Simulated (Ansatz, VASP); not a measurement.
LiNbO3 in VASP and in Ansatz

```xyz
10
Lattice="2.7334 1.5781 4.8284 -2.7334 1.5781 4.8284 0.0000 -3.1563 4.8284" Properties=species:S:1:pos:R:3 pbc="T T T"
Li    0.0000    0.0000    3.6213
Li    0.0000    0.0000   10.8639
Nb    0.0000    0.0000    0.0000
Nb    0.0000    0.0000    7.2426
O    -0.6542   -1.5781    6.0355
O     1.6938    0.2225    6.0355
O    -1.0396    1.3556    6.0355
O     0.6542    1.5781    8.4497
O    -1.6938   -0.2225    8.4497
O     1.0396   -1.3556    8.4497
```

Alike in both runs: task single point; functional PBE; k mesh 6 × 6 × 6; occupations gaussian, width 0.05 eV; no spin polarisation.

```csv
,VASP,Ansatz
version,VASP 6.6.1,Ansatz 0.2.0
potentials or method,"VASP PAW PBE potentials, release 64 (Li_sv, Nb_sv, O), cutoff 520 eV","scalar-relativistic, plane waves, PAW"
valence electrons in the cell,68,68
```

```tsv
	VASP	Ansatz	Ansatz less VASP
gap on the k mesh at the Fermi level (eV)	2.03	2.04	+0.013
least direct gap on the mesh (eV)	2.16	2.17	+0.010
rms of the force components (eV/Å)	0.364	0.361	-0.0031
```

Atom by atom the forces differ by 0.003 eV/Å (rms over components).

Noted on VASP's run: the cutoff is under 1.25 times that of the potentials, so the pressure is a little rough.
